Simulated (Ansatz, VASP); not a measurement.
# Pd in VASP and in Ansatz

INCAR

```
PREC     = Accurate       # precision mode
ENCUT    = 500            # plane-wave cutoff, eV
EDIFF    = 1E-6           # SCF threshold, eV
ISMEAR   = -1             # smearing method
SIGMA    = 0.1            # smearing width, eV
LREAL    = F              # projectors in reciprocal space
LASPH    = T              # aspherical terms in the spheres
NELM     = 200            # most SCF steps
ALGO     = Normal         # electronic algorithm
ISIF     = 2              # what is computed and relaxed
LWAVE    = F              # write WAVECAR
LCHARG   = F              # write CHGCAR
ISPIN    = 2              # spin polarisation
MAGMOM   = 0              # initial moments
LORBIT   = 11             # projections on sites
LMAXMIX  = 4              # l up to which the mixer works
GGA      = PE             # functional
NBANDS   = 15             # bands
GGA_COMPAT= F
```

File KPOINTS:

```
regular mesh
0
Gamma
  8 8 8
```

File POSCAR:

```
Pd
1.0
   -1.6432230000      1.6432230000      1.6432230000
    1.6432230000     -1.6432230000      1.6432230000
    1.6432230000      1.6432230000     -1.6432230000
Pd
1
Direct
    0.0000000000      0.0000000000      0.0000000000
```

Input for Ansatz:

```yaml
crystal:
  lattice:
    - [-1.643223, 1.643223, 1.643223]
    - [1.643223, -1.643223, 1.643223]
    - [1.643223, 1.643223, -1.643223]
  atoms:
    - { symbol: Pd, position: [0, 0, 0] }
kpoints:
  mp_grid: { grid: [8, 8, 8], shift: [0, 0, 0] }
hamiltonian:
  xc: pbe
  pseudopotentials: { kind: nc }
scf:
  occupations: { method: fermi_dirac }
  algorithm: direct_min
magnetization:
  spin_polarized: true
```

Alike in both runs: task single point; functional PBE; k mesh 8 × 8 × 8; collinear spin.

|  | VASP | Ansatz |
| --- | --- | --- |
| version | VASP 6.6.1 | Ansatz 0.2 development build |
| potentials or method | VASP PAW PBE potentials, release 64 (Pd) | scalar-relativistic |
| plane-wave cutoff (eV) | 500 | 1116 |
| occupations | fermi-dirac, width 0.1 eV | fermi-dirac |

|  | VASP | Ansatz | Ansatz less VASP |
| --- | --- | --- | --- |
| net moment per atom (μB) | 0.00 | 0.00 | 0.000 |
